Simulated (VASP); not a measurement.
Wanted: the native input for a VASP 6.6.1 run.

```yaml
Task: single point
Functional: PBE
Potentials_or_basis: VASP PAW PBE potentials, release 64 (Li_sv, H)
Cutoff: 520 eV
k_mesh: 10 × 10 × 10
Occupations: gaussian, width 0.02 eV
Spin: no spin polarisation
Dipole_correction: no
Further_INCAR_settings: ALGO = Normal; EDIFF = 1e-06; NBANDS = 9
```

The structure of LiH lies in POSCAR:

```
LiH
1.0
    0.0000000000      2.0680686720      2.0680686720
    2.0680686720      0.0000000000      2.0680686720
    2.0680686720      2.0680686720      0.0000000000
Li H
1 1
Direct
    0.0000000000      0.0000000000      0.0000000000
    0.5000000000      0.5000000000      0.5000000000
```

This cell differs from its parent crystal: volume scaled by 1.10.

The input as run:

INCAR

```
SYSTEM = LiH
  PREC = Accurate
  ENCUT = 520
  EDIFF = 1E-6
  ISMEAR = 0
  SIGMA = 0.02
  LREAL = .False.
  LASPH = .True.
  NELM = 60
  ALGO = Normal
  ISIF = 2
  LWAVE = .False.
  LCHARG = .False.
  GGA = PE
  NBANDS = 9
```

KPOINTS

```
Automatic mesh
0
Gamma
  10 10 10
  0 0 0
```

Potentials or basis: VASP PAW PBE potentials, release 64 (Li_sv, H).

Run with:

```console
$ cat potpaw_PBE.64/Li_sv/POTCAR potpaw_PBE.64/H/POTCAR > POTCAR
$ mpirun -np 1 vasp_std > vasp.out
```

Results of the run:

```json
{"Band gap on the k mesh": "3.04 eV, direct"}
```

It took 5.6 s on 1 thread of Intel Xeon 6975P-C, with other jobs on the host, peak memory 0.13 GiB.
